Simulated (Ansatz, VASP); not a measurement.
# Two plane-wave programs on Cr

The input INCAR:

```
SYSTEM = Cr
PREC = Accurate ; ENCUT = 520
EDIFF = 1E-6 ; ISMEAR = 0
SIGMA = 0.15 ; LREAL = .False.
LASPH = .True. ; NELM = 80
ALGO = Fast ; ISIF = 2
LWAVE = .False. ; LCHARG = .False.
GGA = PE ; NBANDS = 19
```

File KPOINTS:

```
Automatic mesh
0
Gamma
  24 24 14
  0 0 0
```

The input POSCAR:

```
Cr
1.0
    1.1470505050     -2.4670251200      0.0000000000
    1.1470505050      2.4670251200      0.0000000000
    0.0000000000      0.0000000000      4.0643107400
Cr
2
Direct
    0.1294674200      0.8705325800      0.7500000000
    0.8705325800      0.1294674200      0.2500000000
```

Input for Ansatz:

```yaml
crystal:
  lattice:
    - [1.147050505, -2.46702512, 0.0]
    - [1.147050505, 2.46702512, 0.0]
    - [0.0, 0.0, 4.06431074]
  atoms:
    - { symbol: Cr, position: [0.12946742, 0.87053258, 0.75] }
    - { symbol: Cr, position: [0.87053258, 0.12946742, 0.25] }
basis:
  ecutwfc: 420
kpoints:
  mp_grid: { grid: [24, 24, 14] }
hamiltonian:
  xc: pbe
scf:
  occupations: { method: gaussian, width: 0.15 }
output:
  forces: true
  stress: true
  eigenvalues: true
```

Alike in both runs: task single point; functional PBE; k mesh 24 × 24 × 14; occupations gaussian, width 0.15 eV; no spin polarisation.

|  | VASP | Ansatz |
| --- | --- | --- |
| version | VASP 6.6.1 | Ansatz 0.2.0 |
| potentials or method | VASP PAW PBE potentials, release 64 (Cr_pv), cutoff 520 eV | scalar-relativistic, plane waves, PAW |
| valence electrons in the cell | 24 | 28 |

```csv
,VASP,Ansatz,Ansatz less VASP
gap on the k mesh at the Fermi level (eV),none,none,-
pressure (GPa),7.2,7.5,+0.35
"traceless stress, the component that is largest in VASP (GPa)",3.29,3.31,+0.024
rms of the force components (eV/Å),0.091,0.093,+0.0021
```

Atom by atom the forces differ by 0.002 eV/Å (rms over components). A gap of «none» marks a metal or a gap that the smearing closes. The functional is the same, so the differences come from potentials, cutoffs and numerics. VASP's potentials hold 24 valence electrons a cell and Ansatz's 28, so a difference there can come from the potentials and not from the codes.
